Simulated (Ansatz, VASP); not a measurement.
## One calculation of GaSb, two programs

Contents of INCAR:

```
SYSTEM = GaSb
PREC = Accurate ; ENCUT = 520
EDIFF = 1E-8 ; ISMEAR = -1
SIGMA = 0.05 ; LREAL = .False.
LASPH = .True. ; NELM = 100
ALGO = Normal ; ISIF = 2
LWAVE = .False. ; LCHARG = .False.
GGA = PE ; LEFG = .True.
NBANDS = 16
```

KPOINTS

```
Automatic mesh
0
Gamma
  9 9 9
  0 0 0
```

File POSCAR:

```
GaSb
1.0
    0.0000000000      2.9970851163      2.9970851163
    2.9970851163      0.0000000000      2.9970851163
    2.9970851163      2.9970851163      0.0000000000
Ga Sb
1 1
Direct
    0.0000000000      0.0000000000      0.0000000000
    0.7500000000      0.7500000000      0.7500000000
```

Input for Ansatz:

```yaml
crystal:
  lattice:
    - [0.0, 2.9970851163, 2.9970851163]
    - [2.9970851163, 0.0, 2.9970851163]
    - [2.9970851163, 2.9970851163, 0.0]
  atoms:
    - { symbol: Ga, position: [0.0, 0.0, 0.0] }
    - { symbol: Sb, position: [0.75, 0.75, 0.75] }
kpoints:
  mp_grid: { grid: [9, 9, 9] }
scf:
  occupations: { method: fermi_dirac, width: 0.05 }
hamiltonian:
  xc: pbe
  pseudopotentials: { kind: all_electron, datasets: crystal }
output:
  forces: true
  stress: true
  eigenvalues: true
  efg: { contact_densities: true }
```

Change from the starting cell: volume scaled by 0.9405, crystal datasets.

Alike in both runs: task electric field gradients; functional PBE; k mesh 9 × 9 × 9; occupations fermi-dirac, width 0.05 eV; no spin polarisation.

```csv
,VASP,Ansatz
version,VASP 6.6.1,Ansatz 0.2.0
potentials or method,"VASP PAW PBE potentials, release 64 (Ga_d, Sb), cutoff 520 eV","all-electron PAW with datasets made for the crystal, scalar-relativistic"
```

Ansatz gave:

* pressure (GPa): 6.2

Question: What did VASP give for the same quantities?

Answer: Pressure (GPa): 6.3.

Ansatz ran all-electron here, and VASP with PAW potentials.

Neither program's run includes spin-orbit coupling.
